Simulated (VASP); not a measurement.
# Mg3CdS2 (P-3m1) in VASP: relaxation of shape and atoms at fixed volume with PBE

Aim: the relaxation of shape and atoms at fixed volume of Mg3CdS2 with PBE.

Program: VASP 6.6.1. These are calculated values, not measurements. Logs are shortened: lines on timing, memory, paths and dates and some standing lists are left out, and cuts for length are marked.

## 1. The cell of the first run

Symmetry: P-3m1, No. 164, trigonal system. The conventional cell has a = 3.589 Å, b = 3.589 Å, c = 10.657 Å, α = 90.00°, β = 90.00°, γ = 120.00°. Within 3.4 Å of Mg (site symmetry -3m) lie 6 S at 2.57 Å. Within 3.4 Å of Mg (site symmetry 3m) lie 3 S at 2.57 Å and 3 Cd at 3.09 Å. Cd (site symmetry -3m) has 6 Mg at 3.09 Å and 6 Cd at 3.59 Å within 4.1 Å. Within 3.4 Å of S (site symmetry 3m) lie 6 Mg at 2.57 Å.

## 2. Relaxation of shape and atoms at fixed volume, PBE (19.82 Å³/atom)

INCAR

```
SYSTEM = Mg3CdS2
  ALGO = Normal
  EDIFF = 1E-6
  EDIFFG = -0.01
  ENCUT = 600
  GGA = PE
  IBRION = 2
  ISIF = 4
  ISMEAR = 0
  LASPH = .True.
  LCHARG = .False.
  LREAL = .False.
  LWAVE = .False.
  NELM = 100
  NSW = 50
  PREC = Accurate
  SIGMA = 0.1
```

KPOINTS

```
k-points
0
Gamma
  12 12 4
  0 0 0
```

POSCAR

```
Mg3CdS2
1.0
    3.5893146749      0.0000000000      0.0000000000
   -1.7946573374      3.1084376906      0.0000000000
    0.0000000000      0.0000000000     10.6572793238
Mg Cd S
3 1 2
Direct
    0.0000000000      0.0000000000      0.5000000000
    0.3333333333      0.6666666667      0.2156986913
    0.6666666667      0.3333333333      0.7843013087
    0.0000000000      0.0000000000      0.0000000000
    0.3333333333      0.6666666667      0.6420268938
    0.6666666667      0.3333333333      0.3579731062
```

Potentials or basis: VASP PAW PBE potentials, release 64 (Mg, Cd, S).

Run with:

```sh
cat potpaw_PBE.64/Mg/POTCAR potpaw_PBE.64/Cd/POTCAR potpaw_PBE.64/S/POTCAR > POTCAR
mpirun -np 1 vasp_std > vasp.out
```

OUTCAR:

```text
SYSTEM = Mg3CdS2
   EDIFF = 1E-6
   EDIFFG = -0.01
   ENCUT = 600
   GGA = PE
   IBRION = 2
   ISIF = 4
   ISMEAR = 0
   LASPH = .True.
   LREAL = .False.
   NELM = 100
   NSW = 50
   PREC = Accurate

 ion  position               nearest neighbor table
   1  0.000  0.000  0.500-   5 2.57   6 2.57   5 2.57   6 2.57   6 2.57   5 2.57
   2  0.333  0.667  0.216-   6 2.57   6 2.57   6 2.57   4 3.09   4 3.09   4 3.09
   3  0.667  0.333  0.784-   5 2.57   5 2.57   5 2.57   4 3.09   4 3.09   4 3.09
   4  0.000  0.000  0.000-   2 3.09   3 3.09   2 3.09   3 3.09   3 3.09   2 3.09
   5  0.333  0.667  0.642-   1 2.57   1 2.57   1 2.57   3 2.57   3 2.57   3 2.57
   6  0.667  0.333  0.358-   1 2.57   1 2.57   1 2.57   2 2.57   2 2.57   2 2.57

  LATTYP: Found a hexagonal cell.
 ALAT       =     3.5893146749
 C/A-ratio  =     2.9691682923

  Lattice vectors:

 A1 = (   3.5893146749,   0.0000000000,   0.0000000000)
 A2 = (  -1.7946573374,   3.1084376906,   0.0000000000)
 A3 = (   0.0000000000,   0.0000000000,  10.6572793238)

Analysis of symmetry for initial positions (statically):
=====================================================================
 Subroutine PRICEL returns:
 Original cell was already a primitive cell.

 Routine SETGRP: Setting up the symmetry group for a
 hexagonal supercell.

 Subroutine GETGRP returns: Found 12 space group operations
 (whereof 12 operations were pure point group operations)
 out of a pool of 24 trial point group operations.

The static configuration has the point symmetry D_3d.

Analysis of symmetry for dynamics (positions and initial velocities):
=====================================================================
 Subroutine PRICEL returns:
 Original cell was already a primitive cell.

 Routine SETGRP: Setting up the symmetry group for a
 hexagonal supercell.

 Subroutine GETGRP returns: Found 12 space group operations
 (whereof 12 operations were pure point group operations)
 out of a pool of 24 trial point group operations.

The dynamic configuration has the point symmetry D_3d.

 Subroutine INISYM returns: Found 12 space group operations
 (whereof 12 operations are pure point group operations),
 and found     1 'primitive' translations

----------------------------------------------------------------------------------------

                                     Primitive cell

  volume of cell :     118.9050

  direct lattice vectors                    reciprocal lattice vectors
     3.589314675  0.000000000  0.000000000     0.278604717  0.160852508  0.000000000
    -1.794657337  3.108437691  0.000000000     0.000000000  0.321705017  0.000000000
     0.000000000  0.000000000 10.657279324     0.000000000  0.000000000  0.093832579

  length of vectors
     3.589314675  3.589314675 10.657279324     0.321705017  0.321705017  0.093832579

  position of ions in fractional coordinates (direct lattice)
     0.000000000  0.000000000  0.500000000
     0.333333333  0.666666667  0.215698691
     0.666666667  0.333333333  0.784301309
     0.000000000  0.000000000  0.000000000
     0.333333333  0.666666667  0.642026894
     0.666666667  0.333333333  0.357973106

  ion indices of the primitive-cell ions
   primitive index   ion index
                 1           1
                 2           2
                 3           3
                 4           4
                 5           5
                 6           6

----------------------------------------------------------------------------------------

 KPOINTS: k-points

Automatic generation of k-mesh.
 Grid dimensions read from file:
 generate k-points for:   12   12    4

 Generating k-lattice:

  Cartesian coordinates                     Fractional coordinates (reciprocal lattice)
     0.023217060  0.013404376  0.000000000     0.083333333  0.000000000  0.000000000
     0.000000000  0.026808751  0.000000000     0.000000000  0.083333333  0.000000000
     0.000000000  0.000000000  0.023458145     0.000000000  0.000000000  0.250000000

  Length of vectors
     0.026808751  0.026808751  0.023458145

  Shift w.r.t. Gamma in fractional coordinates (k-lattice)
     0.000000000  0.000000000  0.000000000

 Subroutine IBZKPT returns following result:
 ===========================================

 Found     69 irreducible k-points:

 Following reciprocal coordinates:
            Coordinates               Weight
  0.000000  0.000000  0.000000      1.000000
  0.083333  0.000000  0.000000      6.000000
  0.166667 -0.000000  0.000000      6.000000
  0.250000 -0.000000  0.000000      6.000000
  0.333333 -0.000000  0.000000      6.000000
  0.416667 -0.000000  0.000000      6.000000
[... 16 lines left out ...]
  0.166667 -0.000000  0.250000      6.000000
  0.000000  0.166667  0.250000      6.000000
 [... further k-points ...]
   k-points           NKPTS =     69   k-points in BZ     NKDIM =     69   number of bands    NBANDS=     19
   number of dos      NEDOS =    301   number of ions     NIONS =      6
   total plane-waves  NPLWV =  81000
   dimension x,y,z NGX =    30 NGY =   30 NGZ =   90
   dimension x,y,z NGXF=    60 NGYF=   60 NGZF=  180
   ions per type =               3   1   2
   NGX,Y,Z   is equivalent  to a cutoff of  13.90, 13.90, 14.04 a.u.
   NGXF,Y,Z  is equivalent  to a cutoff of  27.79, 27.79, 28.08 a.u.
 SYSTEM =  Mg3CdS2
   PREC   = accura    normal or accurate (medium, high low for compatibility)
   ISTART =      0    job   : 0-new  1-cont  2-samecut
   ICHARG =      2    charge: 1-file 2-atom 10-const
   ISPIN  =      1    spin polarized calculation?
   LNONCOLLINEAR =      F non collinear calculations
   LSORBIT =      F    spin-orbit coupling
   LASPH  =      T    aspherical Exc in radial PAW
   ENCUT  =  600.0 eV  44.10 Ry    6.64 a.u.   7.17  7.17 21.29*2*pi/ulx,y,z
   NELM   =    100;   NELMIN=  2; NELMDL= -5     # of ELM steps
   EDIFF  = 0.1E-05   stopping-criterion for ELM
   LREAL  =      F    real-space projection
   EDIFFG = -.1E-01   stopping-criterion for IOM
   NSW    =     50    number of steps for IOM
   IBRION =      2    ionic relax: 0-MD 1-quasi-New 2-CG
   NFREE  =      1    steps in history (QN), initial steepest desc. (CG)
   ISIF   =      4    stress and relaxation
   ISYM   =      2    0-nonsym 1-usesym 2-fastsym
   POTIM  = 0.5000    time-step for ionic-motion
   TEBEG  =    0.0;   TEEND  =   0.0 temperature during run
   PSTRESS=    0.0 pullay stress
   NELECT =      30.0000    total number of electrons
   NUPDOWN=      -1.0000    fix difference up-down
   EMIN   =  10.00;   EMAX   =-10.00  energy-range for DOS
   EFERMI =   0.00;   METHOD = LEGACY
   ISMEAR =     0;   SIGMA  =   0.10  broadening in eV -4-tet -1-fermi 0-gaus
   EFERMI_NEDOS =   21; number of points for ismear=-14 and -15
   IALGO  =     38    algorithm
   IMIX   =      4    mixing-type and parameters
     AMIX     =   0.40;   BMIX     =  1.00
     AMIX_MAG =   1.60;   BMIX_MAG =  1.00
  volume/ion in A,a.u.               =      19.82       133.74
  Fermi-wavevector in a.u.,A,eV,Ry     =   1.034464  1.954853 14.559799  1.070115
  Thomas-Fermi vector in A             =   2.168760
   LORBIT       =      0    0 simple, 1 ext, 2 COOP (PROOUT), +10 PAW based schemes
   GGA     = PE    functional components
   LHFCALC =     F    Hartree Fock is set to
   AEXX    =    0.0000 exact exchange contribution
   IVDW    =     0    specifies the selected vdW correction
   LEPSILON=     F    determine dielectric tensor
   LRPA    =     F    only Hartree local field effects (RPA)
 conjugate gradient relaxation of ions
 non-spin polarized calculation
 Gauss-broadening in eV      SIGMA  =   0.10
  energy-cutoff  :      600.00
  volume of cell :      118.90
 maximum number of plane-waves:      4014
 NGX is ok and might be reduce to    30
   NGX = 15   NGY = 15   NGZ = 43

--------------------------------------- Ionic step        1  -------------------------------------------

 number of electron      30.0000001 magnetization

 Free energy of the ion-electron system (eV)
  ---------------------------------------------------
  ext. energy  EPLUGINS =         0.00000000
  ---------------------------------------------------
  free energy    TOTEN  =       -18.78108173 eV

  energy without entropy =      -18.77627712  energy(sigma->0) =      -18.77867942

------------------------ aborting loop because EDIFF is reached ----------------------------------------

  FORCE on cell =-STRESS in cart. coord.  units (eV):
  Direction    XX          YY          ZZ          XY          YZ          ZX
  --------------------------------------------------------------------------------------
  -------------------------------------------------------------------------------------
  Total        1.1241312      1.1241312      1.3104763      0.0000000     -0.0000000      0.0000000
  in kB       15.1470315     15.1470315     17.6579266      0.0000000     -0.0000000      0.0000000
  external PRESSURE =      15.9839965 kB  Pullay stress =       0.0000000 kB
[... 185 lines left out ...]
  energy  without entropy=      -18.7772749401  energy(sigma->0) =      -18.77964490

--------------------------------------- Ionic step        6  -------------------------------------------

 number of electron      30.0000000 magnetization

 Free energy of the ion-electron system (eV)
  ---------------------------------------------------
  ext. energy  EPLUGINS =         0.00000000
  ---------------------------------------------------
  free energy    TOTEN  =       -18.78211349 eV

  energy without entropy =      -18.77744034  energy(sigma->0) =      -18.77977692

 E-fermi :   4.1884     XC(G=0):  -9.5436

 val. band max:        4.1851439886   @ k =   0.2500   0.2500   0.0000
 cond. band min:       4.1935042624   @ k =   0.3333   0.3333   0.0000
 fundamental gap:      0.0083602739
 Fermi energy:         4.1884364479

 k-point     1 :       0.0000    0.0000    0.0000
  band No.  band energies     occupation
      1     -10.3230      2.00000
      2      -9.6827      2.00000
      3      -4.4356      2.00000
      4      -4.3024      2.00000
      5      -4.3024      2.00000
      6      -4.1770      2.00000
[... 11 lines left out ...]
     18       8.6485      0.00000
     19       9.9089      0.00000
[... 489 lines left out ...]
      3      -4.3968      2.00000
      4      -4.3226      2.00000
      5      -4.2485      2.00000
      6      -4.2335      2.00000
[... 11 lines left out ...]
     18       8.4000      0.00000
     19       8.9203      0.00000

 [... further k-points ...]
[... 5 lines left out ...]
  --------------------------------------------------------------------------------------
  -------------------------------------------------------------------------------------
  Total        1.1213417      1.1213417      1.0862032      0.0000000     -0.0000000      0.0000000
  in kB       15.1094442     15.1094442     14.6359732      0.0000000     -0.0000000      0.0000000
  external PRESSURE =      14.9516206 kB  Pullay stress =       0.0000000 kB
[... 21 lines left out ...]
  FREE ENERGIE OF THE ION-ELECTRON SYSTEM (eV)
  ---------------------------------------------------
  free  energy   TOTEN  =       -18.7821134943 eV

  energy  without entropy=      -18.7774403420  energy(sigma->0) =      -18.77977692

 reached required accuracy - stopping structural energy minimisation
```

It took 7.8 min on 1 thread of Intel Xeon 8259CL, shared host; peak memory 0.44 GiB.

Results:

| Quantity | Value |
| --- | --- |
| Free energy | -18.7821 eV |
| Energy gained by relaxing | 0.2 meV/atom |
| Ionic steps | 6 |
| Pressure after relaxing | 1.5 GPa |
| Largest force after relaxing | 0.005 eV/Å |
| Band gap on the k mesh | zero (bands 15 and 16 overlap by 0.33 eV) |

Forces in eV/Å, atoms in the order of the input:
```
Mg   0.000  0.000  0.000
Mg   0.000  0.000 -0.003
Mg   0.000  0.000  0.003
Cd   0.000  0.000  0.000
S    0.000  0.000 -0.005
S    0.000  0.000  0.005
```

The path:
```tsv
step	energy change (eV)	largest force (eV/Å)	pressure (GPa)	volume (Å³)
1	0.0000	0.0725	1.60	118.90
2	-0.0005	0.0450	1.57	118.90
3	-0.0006	0.0435	1.48	118.90
4	-0.0008	0.0316	1.52	118.90
5	-0.0009	0.0180	1.51	118.90
6	-0.0010	0.0047	1.50	118.90
```

Final structure:
```
Mg Cd S
1.0
     3.58689    0.00000    0.00000
    -1.79345    3.10634    0.00000
     0.00000    0.00000   10.67167
Mg Cd S
3 1 2
Cartesian
  0.0000 0.0000 5.3358
  0.0000 2.0709 2.2897
  1.7934 1.0354 8.3819
  0.0000 0.0000 0.0000
  0.0000 2.0709 6.8578
  1.7934 1.0354 3.8139
```

Caveat: semilocal functionals underestimate gaps, and a narrow one can read as zero.
